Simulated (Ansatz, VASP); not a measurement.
Sb: VASP beside Ansatz

The input INCAR:

```
SYSTEM = Sb
PREC     = Accurate       ! precision mode
ENCUT    = 500            ! plane-wave cutoff, eV
EDIFF    = 1E-6           ! SCF threshold, eV
ISMEAR   = -1             ! smearing method
SIGMA    = 0.05           ! smearing width, eV
LREAL    = .False.        ! projectors in reciprocal space
LASPH    = .True.         ! aspherical terms in the spheres
NELM     = 120            ! most SCF steps
ALGO     = Normal         ! electronic algorithm
ISIF     = 2              ! what is computed and relaxed
LWAVE    = .False.        ! write WAVECAR
LCHARG   = .True.         ! write CHGCAR
GGA      = PS             ! functional
LELF     = .True.         ! ELF
LVHAR    = .True.       
NBANDS   = 12             ! bands
GGA_COMPAT= .False.
```

KPOINTS

```
regular mesh
0
Gamma
  8 8 8
  0 0 0
```

POSCAR

```
Sb
1.0
    2.2403680000      1.2934770679      3.7580000000
   -2.2403680000      1.2934770679      3.7580000000
    0.0000000000     -2.5869541358      3.7580000000
Sb
2
Direct
    0.7665100000      0.7665100000      0.7665100000
    0.2334900000      0.2334900000      0.2334900000
```

input.yaml

```yaml
crystal:
  lattice:
    - [2.240368, 1.2934770679, 3.758]
    - [-2.240368, 1.2934770679, 3.758]
    - [0.0, -2.5869541358, 3.758]
  atoms:
    - { symbol: Sb, position: [0.76651, 0.76651, 0.76651] }
    - { symbol: Sb, position: [0.23349, 0.23349, 0.23349] }
kpoints:
  mp_grid: { grid: [8, 8, 8] }
  band_path:
    path:
      - [0.0, 0.0, 0.0]
      - [0.5, 0.0, 0.0]
      - [0.5, 0.2456458532, -0.2456458532]
    npoints: 10
scf:
  occupations: { method: fermi_dirac, width: 0.05 }
hamiltonian:
  xc: pbesol
  pseudopotentials: { kind: all_electron, lapw: { basis_error: 0.001 } }
output:
  forces: true
  stress: true
  eigenvalues: true
```

Change from the starting cell: strain_xy = 0.04.

Alike in both runs: functional PBEsol; k mesh 8 × 8 × 8; occupations fermi-dirac, width 0.05 eV; no spin polarisation.

```csv
,VASP,Ansatz
version,VASP 6.6.1,Ansatz 0.2.0
potentials or method,"VASP PAW PBE potentials, release 64 (Sb), cutoff 500 eV","all-electron LAPW, scalar-relativistic"
task,single point,band structure
```

```tsv
	VASP	Ansatz	Ansatz less VASP
gap on the k mesh at the Fermi level (eV)	none	none	-
pressure (GPa)	-3.9	-4.0	-0.08
traceless stress, the component that is largest in VASP (GPa)	1.16	1.19	+0.030
rms of the force components (eV/Å)	0.085	0.106	+0.0203
```

VASP's potentials were made for PBE, not for PBEsol. Atom by atom the forces differ by 0.020 eV/Å (rms over components). A gap of «none» marks a metal or a gap that the smearing closes. Ansatz ran all-electron here, and VASP with PAW potentials.

Spin-orbit coupling is off throughout.
